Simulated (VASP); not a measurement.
# ErBe (F-43m) in VASP: notebook

ErBe is run at these levels: PBE; tasks: single point.

Everything below comes from runs of VASP 6.6.1. Logs are shortened: lines on timing, memory, paths and dates and some standing lists are left out, and cuts for length are marked.

## (1) The cell of the first run

Symmetry: F-43m, No. 216, cubic system. Conventional cell: a = 6.112 Å, b = 6.112 Å, c = 6.112 Å, α = 90.00°, β = 90.00°, γ = 90.00°. Er (site symmetry -43m) has 4 Be at 2.65 Å within 3.5 Å. Be (site symmetry -43m) has 4 Er at 2.65 Å within 3.5 Å.

The cell was built from a structure type or drawn by symmetry, and may not be a known phase.

## (2) Single point, PBE

INCAR

```
PREC = Accurate
ENCUT = 600
EDIFF = 1E-6
ISMEAR = 0
SIGMA = 0.2
LREAL = False
LASPH = True
NELM = 200
ALGO = Normal
ISIF = 2
LWAVE = False
LCHARG = False
GGA = PE
NBANDS = 12
GGA_COMPAT = False
LMAXMIX = 6
```

KPOINTS

```
Automatic mesh
0
Gamma
  6 6 6
```

POSCAR

```
ErBe
1.0
    0.0000000000      3.0562115477      3.0562115477
    3.0562115477      0.0000000000      3.0562115477
    3.0562115477      3.0562115477      0.0000000000
Er Be
1 1
Direct
    0.2500000000      0.2500000000      0.2500000000
    0.5000000000      0.5000000000      0.5000000000
```

Potentials or basis: VASP PAW PBE potentials, release 64 (Er_3, Be), 4f in core.

Started as:

```sh
cat potpaw_PBE.64/Er_3/POTCAR potpaw_PBE.64/Be/POTCAR > POTCAR
mpirun -np 1 vasp_std > vasp.out
```

OUTCAR:

```text
PREC = Accurate
   ENCUT = 600
   EDIFF = 1E-6
   ISMEAR = 0
   LREAL = False
   LASPH = True
   NELM = 200
   ISIF = 2
   GGA = PE

 ion  position               nearest neighbor table
   1  0.250  0.250  0.250-   2 2.65   2 2.65   2 2.65   2 2.65
   2  0.500  0.500  0.500-   1 2.65   1 2.65   1 2.65   1 2.65

  LATTYP: Found a face centered cubic cell.
 ALAT       =     6.1124230954

  Lattice vectors:

 A1 = (   0.0000000000,   3.0562115477,   3.0562115477)
 A2 = (   3.0562115477,   0.0000000000,   3.0562115477)
 A3 = (   3.0562115477,   3.0562115477,   0.0000000000)

Analysis of symmetry for initial positions (statically):
=====================================================================
 Subroutine PRICEL returns:
 Original cell was already a primitive cell.

 Routine SETGRP: Setting up the symmetry group for a
 face centered cubic supercell.

 Subroutine GETGRP returns: Found 24 space group operations
 (whereof 24 operations were pure point group operations)
 out of a pool of 48 trial point group operations.

The static configuration has the point symmetry T_d .

Analysis of symmetry for dynamics (positions and initial velocities):
=====================================================================
 Subroutine PRICEL returns:
 Original cell was already a primitive cell.

 Routine SETGRP: Setting up the symmetry group for a
 face centered cubic supercell.

 Subroutine GETGRP returns: Found 24 space group operations
 (whereof 24 operations were pure point group operations)
 out of a pool of 48 trial point group operations.

The dynamic configuration has the point symmetry T_d .

 Subroutine INISYM returns: Found 24 space group operations
 (whereof 24 operations are pure point group operations),
 and found     1 'primitive' translations

----------------------------------------------------------------------------------------

                                     Primitive cell

  volume of cell :      57.0927

  direct lattice vectors                    reciprocal lattice vectors
     0.000000000  3.056211548  3.056211548    -0.163601240  0.163601240  0.163601240
     3.056211548  0.000000000  3.056211548     0.163601240 -0.163601240  0.163601240
     3.056211548  3.056211548  0.000000000     0.163601240  0.163601240 -0.163601240

  length of vectors
     4.322135820  4.322135820  4.322135820     0.283365660  0.283365660  0.283365660

  position of ions in fractional coordinates (direct lattice)
     0.250000000  0.250000000  0.250000000
     0.500000000  0.500000000  0.500000000

  ion indices of the primitive-cell ions
   primitive index   ion index
                 1           1
                 2           2

----------------------------------------------------------------------------------------

 KPOINTS: Automatic mesh

Automatic generation of k-mesh.
 Grid dimensions read from file:
 generate k-points for:    6    6    6

 Generating k-lattice:

  Cartesian coordinates                     Fractional coordinates (reciprocal lattice)
    -0.027266873  0.027266873  0.027266873     0.166666667  0.000000000  0.000000000
     0.027266873 -0.027266873  0.027266873     0.000000000  0.166666667  0.000000000
     0.027266873  0.027266873 -0.027266873     0.000000000  0.000000000  0.166666667

  Length of vectors
     0.047227610  0.047227610  0.047227610

  Shift w.r.t. Gamma in fractional coordinates (k-lattice)
     0.000000000  0.000000000  0.000000000

 Subroutine IBZKPT returns following result:
 ===========================================

 Found     16 irreducible k-points:

 Following reciprocal coordinates:
            Coordinates               Weight
  0.000000  0.000000  0.000000      1.000000
  0.166667  0.000000  0.000000      8.000000
  0.333333  0.000000  0.000000      8.000000
  0.500000  0.000000  0.000000      4.000000
  0.166667  0.166667  0.000000      6.000000
  0.333333  0.166667  0.000000     24.000000
[... 8 lines left out ...]
 -0.333333  0.333333  0.166667     24.000000
 -0.333333  0.500000  0.166667     12.000000
   k-points           NKPTS =     16   k-points in BZ     NKDIM =     16   number of bands    NBANDS=     12
   number of dos      NEDOS =    301   number of ions     NIONS =      2
   total plane-waves  NPLWV =  46656
   dimension x,y,z NGX =    36 NGY =   36 NGZ =   36
   dimension x,y,z NGXF=    72 NGYF=   72 NGZF=   72
   ions per type =               1   1
   NGX,Y,Z   is equivalent  to a cutoff of  13.85, 13.85, 13.85 a.u.
   NGXF,Y,Z  is equivalent  to a cutoff of  27.69, 27.69, 27.69 a.u.
 SYSTEM =  unknown system
   PREC   = accura    normal or accurate (medium, high low for compatibility)
   ISTART =      0    job   : 0-new  1-cont  2-samecut
   ICHARG =      2    charge: 1-file 2-atom 10-const
   ISPIN  =      1    spin polarized calculation?
   LNONCOLLINEAR =      F non collinear calculations
   LSORBIT =      F    spin-orbit coupling
   LASPH  =      T    aspherical Exc in radial PAW
   ENCUT  =  600.0 eV  44.10 Ry    6.64 a.u.   8.63  8.63  8.63*2*pi/ulx,y,z
   NELM   =    200;   NELMIN=  2; NELMDL= -5     # of ELM steps
   EDIFF  = 0.1E-05   stopping-criterion for ELM
   LREAL  =      F    real-space projection
   EDIFFG = 0.1E-04   stopping-criterion for IOM
   NSW    =      0    number of steps for IOM
   IBRION =     -1    ionic relax: 0-MD 1-quasi-New 2-CG
   NFREE  =      0    steps in history (QN), initial steepest desc. (CG)
   ISIF   =      2    stress and relaxation
   ISYM   =      2    0-nonsym 1-usesym 2-fastsym
   POTIM  = 0.5000    time-step for ionic-motion
   TEBEG  =    0.0;   TEEND  =   0.0 temperature during run
   PSTRESS=    0.0 pullay stress
   NELECT =      11.0000    total number of electrons
   NUPDOWN=      -1.0000    fix difference up-down
   EMIN   =  10.00;   EMAX   =-10.00  energy-range for DOS
   EFERMI =   0.00;   METHOD = LEGACY
   ISMEAR =     0;   SIGMA  =   0.20  broadening in eV -4-tet -1-fermi 0-gaus
   EFERMI_NEDOS =   21; number of points for ismear=-14 and -15
   IALGO  =     38    algorithm
   IMIX   =      4    mixing-type and parameters
     AMIX     =   0.40;   BMIX     =  1.00
     AMIX_MAG =   1.60;   BMIX_MAG =  1.00
  volume/ion in A,a.u.               =      28.55       192.64
  Fermi-wavevector in a.u.,A,eV,Ry     =   0.945538  1.786808 12.164181  0.894042
  Thomas-Fermi vector in A             =   2.073449
   LORBIT       =      0    0 simple, 1 ext, 2 COOP (PROOUT), +10 PAW based schemes
   GGA     = PE    functional components
   LHFCALC =     F    Hartree Fock is set to
   AEXX    =    0.0000 exact exchange contribution
   IVDW    =     0    specifies the selected vdW correction
   LEPSILON=     F    determine dielectric tensor
   LRPA    =     F    only Hartree local field effects (RPA)
 non-spin polarized calculation
 Gauss-broadening in eV      SIGMA  =   0.20
  energy-cutoff  :      600.00
  volume of cell :       57.09
 maximum number of plane-waves:      1932
 NGX is ok and might be reduce to    36
   NGX = 17   NGY = 17   NGZ = 17

 number of electron      10.9999999 magnetization

 Free energy of the ion-electron system (eV)
  ---------------------------------------------------
  ext. energy  EPLUGINS =         0.00000000
  ---------------------------------------------------
  free energy    TOTEN  =        -5.79756303 eV

  energy without entropy =       -5.73742661  energy(sigma->0) =       -5.76749482

 E-fermi :   1.3493     XC(G=0):  -8.4547

 val. band max:        1.3177479919   @ k =   0.5000   0.1667   0.0000
 cond. band min:       1.4018859167   @ k =  -0.1667   0.1667   0.0000
 fundamental gap:      0.0841379248
 Fermi energy:         1.3492950102

 k-point     1 :       0.0000    0.0000    0.0000
  band No.  band energies     occupation
      1     -23.6369      2.00000
      2     -23.6369      2.00000
      3     -23.6369      2.00000
      4      -4.0101      2.00000
      5       1.2757      1.39702
      6       1.2757      1.39702
      7       1.2757      1.39702
      8       4.1626      0.00000
      9       4.1626      0.00000
     10       7.2749      0.00000
     11       9.1558      0.00000
     12       9.1558      0.00000

 k-point     2 :       0.1667    0.0000    0.0000
  band No.  band energies     occupation
      1     -23.6548      2.00000
      2     -23.6398      2.00000
      3     -23.6398      2.00000
      4      -3.6463      2.00000
      5       0.9585      1.99428
      6       1.4182      0.62594
      7       1.4182      0.62594
      8       4.0140      0.00000
      9       4.0140      0.00000
     10       7.5390      0.00000
     11       8.4396      0.00000
     12       9.4024      0.00000

 k-point     3 :       0.3333    0.0000    0.0000
  band No.  band energies     occupation
      1     -23.6904      2.00000
      2     -23.6456      2.00000
      3     -23.6456      2.00000
      4      -2.7138      2.00000
      5       0.3434      2.00000
      6       1.5926      0.08541
      7       1.5926      0.08541
      8       4.2055      0.00000
      9       4.2055      0.00000
     10       5.6294      0.00000
     11       8.0024      0.00000
     12       8.1311      0.00000
[... 166 lines left out ...]
 k-point    15 :      -0.3333    0.3333    0.1667
  band No.  band energies     occupation
      1     -23.6934      2.00000
      2     -23.6757      2.00000
      3     -23.6592      2.00000
      4      -1.2948      2.00000
      5       0.2752      2.00000
      6       0.8128      1.99985
      7       2.1791      0.00000
      8       2.9270      0.00000
      9       4.5533      0.00000
     10       4.8557      0.00000
     11       6.5670      0.00000
     12       7.2463      0.00000

 k-point    16 :      -0.3333    0.5000    0.1667
  band No.  band energies     occupation
      1     -23.6948      2.00000
      2     -23.6752      2.00000
      3     -23.6659      2.00000
      4      -0.9829      2.00000
      5      -0.1201      2.00000
      6       1.4455      0.49655
      7       1.8997      0.00010
      8       2.9060      0.00000
      9       4.5032      0.00000
     10       4.9807      0.00000
     11       5.7946      0.00000
     12       6.9093      0.00000

------------------------ aborting loop because EDIFF is reached ----------------------------------------

  FORCE on cell =-STRESS in cart. coord.  units (eV):
  Direction    XX          YY          ZZ          XY          YZ          ZX
  --------------------------------------------------------------------------------------
  -------------------------------------------------------------------------------------
  Total        0.0833407      0.0833407      0.0833407      0.0000000      0.0000000     -0.0000000
  in kB        2.3387710      2.3387710      2.3387710      0.0000000      0.0000000     -0.0000000
  external PRESSURE =       2.3387710 kB  Pullay stress =       0.0000000 kB

 VOLUME and BASIS-vectors are now :
 -----------------------------------------------------------------------------
  energy-cutoff  :      600.00
  volume of cell :       57.09
      direct lattice vectors                 reciprocal lattice vectors
     0.000000000  3.056211548  3.056211548    -0.163601240  0.163601240  0.163601240
     3.056211548  0.000000000  3.056211548     0.163601240 -0.163601240  0.163601240
     3.056211548  3.056211548  0.000000000     0.163601240  0.163601240 -0.163601240

 POSITION                                       TOTAL-FORCE (eV/Angst)
 -----------------------------------------------------------------------------------
      1.52811      1.52811      1.52811         0.000000     -0.000000     -0.000000
      3.05621      3.05621      3.05621        -0.000000      0.000000      0.000000
 -----------------------------------------------------------------------------------
    total drift:                               -0.000000     -0.000000     -0.000000

  FREE ENERGIE OF THE ION-ELECTRON SYSTEM (eV)
  ---------------------------------------------------
  free  energy   TOTEN  =        -5.7975630265 eV

  energy  without entropy=       -5.7374266127  energy(sigma->0) =       -5.76749482
```

Wall time 39 s (1 thread of AMD EPYC 7R43 (Zen 3), shared host); peak memory 0.17 GiB.

Results:

- Free energy: -5.7976 eV
- Pressure: 0.2 GPa
- Band gap on the k mesh: zero (an odd number of electrons rules out a gap without spin polarisation)

Caveat: spin-orbit coupling is left out, which moves the levels of the heavy elements; the 4f electrons are frozen in the core, so they carry no moment and show no levels. Spin polarisation is off, so any magnetic state and its effect on volume and gap are missing.

[end of part 1 of 2]
